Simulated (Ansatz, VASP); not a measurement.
# One calculation of CsH, two programs

```
CELL_PARAMETERS angstrom
0.00000 3.44304 3.18800
3.44304 0.00000 3.18800
3.44304 3.44304 0.00000
ATOMIC_POSITIONS crystal
Cs 0.00000 0.00000 0.00000
H 0.50000 0.50000 0.50000
```

Change from the starting cell: strain +0.080 along x and y, +0.000 along z, atoms carried along.

Alike in both runs: task single point; functional LDA; k mesh 8 × 8 × 8; occupations gaussian, width 0.05 eV; no spin polarisation.

|  | VASP | Ansatz |
| --- | --- | --- |
| version | VASP 6.6.1 | Ansatz 0.2.0 |
| potentials or method | VASP PAW LDA potentials, release 64 (Cs_sv, H), cutoff 520 eV | scalar-relativistic, plane waves, PAW |
| valence electrons in the cell | 10 | 10 |

```csv
,VASP,Ansatz,Ansatz less VASP
gap on the k mesh at the Fermi level (eV),2.08,2.09,+0.011
least direct gap on the mesh (eV),2.08,2.09,+0.011
pressure (GPa),-1.9,-1.9,0.00
"traceless stress, the component that is largest in VASP (GPa)",0.48,0.46,-0.018
```

LDA's correlation is that of Perdew and Zunger in VASP and of Perdew and Wang (1992) in Ansatz.

Spin-orbit coupling is off throughout.
